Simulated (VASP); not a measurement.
# MgO: single point with PBE

The system is MgO.

```xyz
2
Lattice="2.6233 0.0000 0.0000 0.0000 2.6233 0.0000 0.0000 0.0000 2.6233" Properties=species:S:1:pos:R:3 pbc="T T T"
Mg    0.0000    0.0000    0.0000
O     1.3117    1.3117    1.3117
```

```yaml
Program: VASP 6.6.1
Task: single point
Functional: PBE
Potentials_or_basis: VASP PAW PBE potentials, release 64 (Mg, O)
Cutoff: 520 eV
k_mesh: 10 × 10 × 10
Occupations: gaussian, width 0.01 eV
Spin: no spin polarisation
```

```yaml
Pressure: 5.5 GPa
Band_gap_on_the_k_mesh: 2.62 eV (least direct gap 3.64 eV)
```

Levels at points of the mesh, in eV from the valence-band top:
```
           k point  band 1  band 2  band 3  band 4  band 5  band 6  band 7  band 8  band 9
(0.00, 0.00, 0.00)  -18.59   -1.02   -1.02   -1.02    2.62   10.47   10.47   20.49   20.49
(0.50, 0.00, 0.00)  -17.34   -6.57   -0.57   -0.57    7.11    9.55   14.61   17.50   18.18
(0.50, 0.50, 0.00)  -16.46   -4.76   -4.76    0.00    4.99   12.30   12.30   13.44   19.41
(0.50, 0.50, 0.50)  -15.60   -3.67   -3.67   -3.67    7.53    7.53    7.53   16.51   18.97
```

It took 8.2 s on 1 thread of AMD EPYC 7R13 Processor (Zen 3), with other jobs on the host, peak memory 0.1 GiB.

Caveat: the cell stands under pressure; the structure was generated, so it needn't be the stable form of MgO. A k mesh can miss the band edges.
